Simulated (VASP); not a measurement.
# Zn (Fm-3m) in VASP: further runs, part 2 of 2

VASP 6.6.1.

**5. Relaxation of cell and atoms, PBE, target pressure 280 GPa, at which the enthalpy is minimised**

This run uses another cell than the first one, of 7.55 Å³/atom, 0.996 times its volume.

Input file INCAR:

```
SYSTEM = Zn
PREC = Accurate
ENCUT = 600
EDIFF = 1E-7
ISMEAR = -1
SIGMA = 0.1
LREAL = .FALSE.
LASPH = .TRUE.
NELM = 60
ALGO = Normal
ISIF = 3
LWAVE = .FALSE.
LCHARG = .FALSE.
GGA = PE
IBRION = 2
NSW = 60
EDIFFG = -0.005
PSTRESS = 2800.0
```

Input file KPOINTS:

```
Automatic mesh
0
G
  21 21 21
  0 0 0
```

Input file POSCAR:

```
Zn
1.0
    0.0000000000      1.5573835126      1.5573835126
    1.5573835126      0.0000000000      1.5573835126
    1.5573835126      1.5573835126      0.0000000000
Zn
1
Direct
    0.0000000000      0.0000000000      0.0000000000
```

Potentials or basis: VASP PAW PBE potentials, release 64 (Zn).

Command:

```sh
$ cat potpaw_PBE.64/Zn/POTCAR > POTCAR
$ mpirun -np 1 vasp_std > vasp.out
```

OUTCAR:

```text
SYSTEM = Zn
   PREC = Accurate
   ENCUT = 600
   EDIFF = 1E-7
   ISMEAR = -1
   LREAL = .FALSE.
   LASPH = .TRUE.
   NELM = 60
   ISIF = 3
   GGA = PE
   IBRION = 2
   NSW = 60
   EDIFFG = -0.005
   PSTRESS = 2800.0

 ion  position               nearest neighbor table
   1  0.000  0.000  0.000-

  LATTYP: Found a face centered cubic cell.
 ALAT       =     3.1147670252

  Lattice vectors:

 A1 = (   0.0000000000,   1.5573835126,   1.5573835126)
 A2 = (   1.5573835126,   0.0000000000,   1.5573835126)
 A3 = (   1.5573835126,   1.5573835126,   0.0000000000)

Analysis of symmetry for initial positions (statically):
=====================================================================
 Subroutine PRICEL returns:
 Original cell was already a primitive cell.

 Routine SETGRP: Setting up the symmetry group for a
 face centered cubic supercell.

 Subroutine GETGRP returns: Found 48 space group operations
 (whereof 48 operations were pure point group operations)
 out of a pool of 48 trial point group operations.

The static configuration has the point symmetry O_h .

Analysis of symmetry for dynamics (positions and initial velocities):
=====================================================================
 Subroutine PRICEL returns:
 Original cell was already a primitive cell.

 Routine SETGRP: Setting up the symmetry group for a
 face centered cubic supercell.

 Subroutine GETGRP returns: Found 48 space group operations
 (whereof 48 operations were pure point group operations)
 out of a pool of 48 trial point group operations.

The dynamic configuration has the point symmetry O_h .

 Subroutine INISYM returns: Found 48 space group operations
 (whereof 48 operations are pure point group operations),
 and found     1 'primitive' translations

----------------------------------------------------------------------------------------

                                     Primitive cell

  volume of cell :       7.5547

  direct lattice vectors                    reciprocal lattice vectors
     0.000000000  1.557383513  1.557383513    -0.321051299  0.321051299  0.321051299
     1.557383513  0.000000000  1.557383513     0.321051299 -0.321051299  0.321051299
     1.557383513  1.557383513  0.000000000     0.321051299  0.321051299 -0.321051299

  length of vectors
     2.202472885  2.202472885  2.202472885     0.556077162  0.556077162  0.556077162

  position of ions in fractional coordinates (direct lattice)
     0.000000000  0.000000000  0.000000000

  ion indices of the primitive-cell ions
   primitive index   ion index
                 1           1

----------------------------------------------------------------------------------------

 KPOINTS: Automatic mesh

Automatic generation of k-mesh.
 Grid dimensions read from file:
 generate k-points for:   21   21   21

 Generating k-lattice:

  Cartesian coordinates                     Fractional coordinates (reciprocal lattice)
    -0.015288157  0.015288157  0.015288157     0.047619048  0.000000000  0.000000000
[... 42 lines left out ...]
   number of dos      NEDOS =    301   number of ions     NIONS =      1
   total plane-waves  NPLWV =   5832
   dimension x,y,z NGX =    18 NGY =   18 NGZ =   18
   dimension x,y,z NGXF=    36 NGYF=   36 NGZF=   36
   ions per type =               1
   NGX,Y,Z   is equivalent  to a cutoff of  13.59, 13.59, 13.59 a.u.
   NGXF,Y,Z  is equivalent  to a cutoff of  27.17, 27.17, 27.17 a.u.
 SYSTEM =  Zn
   PREC   = accura    normal or accurate (medium, high low for compatibility)
   ISTART =      0    job   : 0-new  1-cont  2-samecut
   ICHARG =      2    charge: 1-file 2-atom 10-const
   ISPIN  =      1    spin polarized calculation?
   LNONCOLLINEAR =      F non collinear calculations
   LSORBIT =      F    spin-orbit coupling
   LASPH  =      T    aspherical Exc in radial PAW
   ENCUT  =  600.0 eV  44.10 Ry    6.64 a.u.   4.40  4.40  4.40*2*pi/ulx,y,z
   NELM   =     60;   NELMIN=  2; NELMDL= -5     # of ELM steps
   EDIFF  = 0.1E-06   stopping-criterion for ELM
   LREAL  =      F    real-space projection
   EDIFFG = -.5E-02   stopping-criterion for IOM
   NSW    =     60    number of steps for IOM
   IBRION =      2    ionic relax: 0-MD 1-quasi-New 2-CG
   NFREE  =      1    steps in history (QN), initial steepest desc. (CG)
   ISIF   =      3    stress and relaxation
   ISYM   =      2    0-nonsym 1-usesym 2-fastsym
   POTIM  = 0.5000    time-step for ionic-motion
   TEBEG  =    0.0;   TEEND  =   0.0 temperature during run
   PSTRESS= 2800.0 pullay stress
   NELECT =      12.0000    total number of electrons
   NUPDOWN=      -1.0000    fix difference up-down
   EMIN   =  10.00;   EMAX   =-10.00  energy-range for DOS
   EFERMI =   0.00;   METHOD = LEGACY
   ISMEAR =    -1;   SIGMA  =   0.10  broadening in eV -4-tet -1-fermi 0-gaus
   EFERMI_NEDOS =   21; number of points for ismear=-14 and -15
   IALGO  =     38    algorithm
   IMIX   =      4    mixing-type and parameters
     AMIX     =   0.40;   BMIX     =  1.00
     AMIX_MAG =   1.60;   BMIX_MAG =  1.00
  volume/ion in A,a.u.               =       7.55        50.98
  Fermi-wavevector in a.u.,A,eV,Ry     =   1.910130  3.609623 49.642190  3.648598
  Thomas-Fermi vector in A             =   2.947036
   LORBIT       =      0    0 simple, 1 ext, 2 COOP (PROOUT), +10 PAW based schemes
   GGA     = PE    functional components
   LHFCALC =     F    Hartree Fock is set to
   AEXX    =    0.0000 exact exchange contribution
   IVDW    =     0    specifies the selected vdW correction
   LEPSILON=     F    determine dielectric tensor
   LRPA    =     F    only Hartree local field effects (RPA)
 conjugate gradient relaxation of ions
 non-spin polarized calculation
  energy-cutoff  :      600.00
  volume of cell :        7.55
 maximum number of plane-waves:       268
 NGX is ok and might be reduce to    18
   NGX =  9   NGY =  9   NGZ =  9

--------------------------------------- Ionic step        1  -------------------------------------------

 number of electron      12.0000006 magnetization

 Free energy of the ion-electron system (eV)
  ---------------------------------------------------
  ext. energy  EPLUGINS =         0.00000000
  ---------------------------------------------------
  free energy    TOTEN  =         2.36756417 eV

  energy without entropy =        2.37355545  energy(sigma->0) =        2.37055981

------------------------ aborting loop because EDIFF is reached ----------------------------------------

  FORCE on cell =-STRESS in cart. coord.  units (eV):
  Direction    XX          YY          ZZ          XY          YZ          ZX
  --------------------------------------------------------------------------------------
  -------------------------------------------------------------------------------------
  Total       13.6656030     13.6656030     13.6656030      0.0000000     -0.0000000     -0.0000000
  in kB     2898.1620672   2898.1620672   2898.1620672      0.0000000     -0.0000000     -0.0000000
  external PRESSURE =      98.1620672 kB  Pullay stress =    2800.0000000 kB
[... 98 lines left out ...]
--------------------------------------- Ionic step        4  -------------------------------------------

 number of electron      12.0000000 magnetization

 Free energy of the ion-electron system (eV)
  ---------------------------------------------------
  ext. energy  EPLUGINS =         0.00000000
  ---------------------------------------------------
  free energy    TOTEN  =         2.24924227 eV

  energy without entropy =        2.25535977  energy(sigma->0) =        2.25230102

 E-fermi :  11.2092     XC(G=0): -15.7295

 val. band max:       11.1220337881   @ k =  -0.4762   0.0952   0.0476
 cond. band min:      11.2240457861   @ k =  -0.4286   0.1905   0.0476
 fundamental gap:      0.1020119980
 Fermi energy:        11.2091590493

 k-point     1 :       0.0000    0.0000    0.0000
  band No.  band energies     occupation
      1      -7.4329      2.00000
      2      -0.6568      2.00000
      3      -0.6568      2.00000
      4      -0.6568      2.00000
      5       0.6389      2.00000
      6       0.6389      2.00000
      7      34.5316      0.00000
      8      39.4786      0.00000
      9      39.4786      0.00000
     10      39.4786      0.00000
[... 287 lines left out ...]
 k-point    24 :      -0.3810    0.0476    0.0000
  band No.  band energies     occupation
      1      -3.2810      2.00000
      2      -0.6602      2.00000
      3      -0.6026      2.00000
      4       0.8087      2.00000
      5       1.2779      2.00000
      6       2.2040      2.00000
      7      13.8300      0.00000
      8      31.6393      0.00000
      9      34.6366      0.00000
     10      36.7317      0.00000

 [... further k-points ...]

------------------------ aborting loop because EDIFF is reached ----------------------------------------

  FORCE on cell =-STRESS in cart. coord.  units (eV):
  Direction    XX          YY          ZZ          XY          YZ          ZX
  --------------------------------------------------------------------------------------
  -------------------------------------------------------------------------------------
  Total       13.3187078     13.3187078     13.3187078     -0.0000000     -0.0000000      0.0000000
  in kB     2799.9297941   2799.9297941   2799.9297941     -0.0000000     -0.0000000      0.0000000
  external PRESSURE =      -0.0702059 kB  Pullay stress =    2800.0000000 kB
[... 20 lines left out ...]
  energy  without entropy=        2.2553597680  energy(sigma->0) =        2.25230102

  enthalpy is  TOTEN    =        15.5682839843 eV   P V=       13.3190417185

 reached required accuracy - stopping structural energy minimisation
```

OSZICAR:

```text
N       E                     dE             d eps       ncg     rms          rms(c)
DAV:   1     0.351635499125E+02    0.35164E+02   -0.75326E+03  6136   0.253E+03
DAV:   2     0.245175842172E+01   -0.32712E+02   -0.31558E+02  5830   0.226E+02
DAV:   3     0.199728737877E+01   -0.45447E+00   -0.45394E+00  6214   0.274E+01
DAV:   4     0.199687897297E+01   -0.40841E-03   -0.40838E-03  6002   0.762E-01
[... 27 lines left out ...]
       N       E                     dE             d eps       ncg     rms          rms(c)
DAV:   1     0.224923574707E+01    0.28237E-02   -0.89780E-05  6098   0.228E-01    0.208E-02
DAV:   2     0.224924171719E+01    0.59701E-05   -0.21970E-05  6250   0.120E-01    0.796E-03
DAV:   3     0.224924223664E+01    0.51945E-06   -0.10448E-07  3516   0.735E-03    0.371E-03
DAV:   4     0.224924226575E+01    0.29109E-07   -0.10285E-07  3562   0.564E-03
   4 F= 0.15568284E+02 E0= 0.15571343E+02  d E =-.202297E-02
```

CONTCAR:

```text
Zn
   1.00000000000000
     0.0000000000000000    1.5619429895398569    1.5619429895398569
     1.5619429895398571    0.0000000000000000    1.5619429895398569
     1.5619429895398571    1.5619429895398569   -0.0000000000000000
  Zn
     1
Direct
     0.0000000000000000    0.0000000000000000    0.0000000000000000

  0.00000000E+00  0.00000000E+00  0.00000000E+00
```

Run time: 53 s. Hardware: 1 thread of Intel Xeon 6975P-C, shared host; peak memory 0.15 GiB.

Results:

```yaml
Free_energy: 2.2492 eV
Relaxed_volume: 7.62 Å³/atom
Relaxed_cell: a = 2.209 Å, b = 2.209 Å, c = 2.209 Å, α = 60.00°, β = 60.00°, γ = 60.00°
Space_group_after_relaxing_to_0.05_Å: Fm-3m (No. 225)
Energy_change_on_relaxing_the_enthalpy_is_what_falls: -118.3 meV/atom
Ionic_steps: 4
Pressure_after_relaxing: 280.0 GPa
Band_gap_on_the_k_mesh: zero (band 6 reaches 12.50 eV, above the bottom of band 7 at 10.88 eV)
```

The path:
```csv
step,energy change (eV),largest force (eV/Å),pressure (GPa),volume (Å³)
1,0.0000,0.0000,289.82,7.55
2,-0.8213,0.0000,222.14,8.07
3,-0.1212,0.0000,279.76,7.62
4,-0.1183,0.0000,279.99,7.62
```

Final structure:
```yaml
crystal:
  lattice:
    - [0.00000, 1.56194, 1.56194]
    - [1.56194, 0.00000, 1.56194]
    - [1.56194, 1.56194, 0.00000]
  atoms:
    - { symbol: Zn, position: [0.00000, 0.00000, 0.00000] }
```

Caveat: the cell is relaxed towards a set pressure, so the enthalpy falls and the energy may rise.

**6. The runs side by side**

```csv
task,cell,cutoff (eV),gap on the mesh (eV),pressure (GPa)
relaxation of cell and atoms,"relaxed to 280 GPa from a = 2.205 Å, angles 60.0°, 1 atom",600,none,280.1
single point,"a = 2.205 Å, angles 60.0°, 1 atom",520,none,285.8
relaxation of cell and atoms,"relaxed to 280 GPa from a = 2.202 Å, angles 60.0°, 1 atom",600,none,280.0
```

Alike in all rows: level PBE; potentials or basis VASP PAW PBE potentials, release 64 (Zn); no spin polarisation; k mesh 21 × 21 × 21; smearing fermi-dirac 0.1 eV.

Caveats: the cell is relaxed towards a set pressure, so the enthalpy falls and the energy may rise (some runs).

Absolute energies hang on the potentials; compare differences alone.
